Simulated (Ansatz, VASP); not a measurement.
# ZrIn: VASP beside Ansatz

```
Zr In
1.0
     2.40958    0.00000    0.00000
     0.00000    2.40958    0.00000
     0.00000    0.00000    3.78344
Zr In
1 1
Direct
  0.00000 0.00000 0.00000
  0.50000 0.50000 0.50000
```

Change from the starting cell: volume scaled by 0.5, PAW files.

Alike in both runs: task electric field gradients; functional LDA; k mesh 12 × 12 × 8; occupations fermi-dirac, width 0.05 eV; no spin polarisation.

|  | VASP | Ansatz |
| --- | --- | --- |
| version | VASP 6.6.1 | Ansatz 0.2.0 |
| potentials or method | VASP PAW LDA potentials, release 64 (Zr_sv, In_d) | PAW with Ansatz's default frozen-core files, scalar-relativistic |
| plane-wave cutoff (eV) | 520 | 420 |
| valence electrons in the cell | 25 | 25 |

Ansatz gave:

```
pressure (GPa)                                                : 268.0
traceless stress, the component that is largest in VASP (GPa) : 0.44
size of Vzz on the site where it differs most (V/Å²)          : 236.0
```

Question: Estimate VASP's values.

Answer: Pressure (GPa): 271.1; traceless stress, the component that is largest in VASP (GPa): 0.14; size of Vzz on the site where it differs most (V/Å²): 217.0.

LDA's correlation is that of Perdew and Zunger in VASP and of Perdew and Wang (1992) in Ansatz. Both programs put the cell under a high pressure, so it lies far from rest at this level.

Noted on VASP's run: the cell as given lies far from equilibrium.
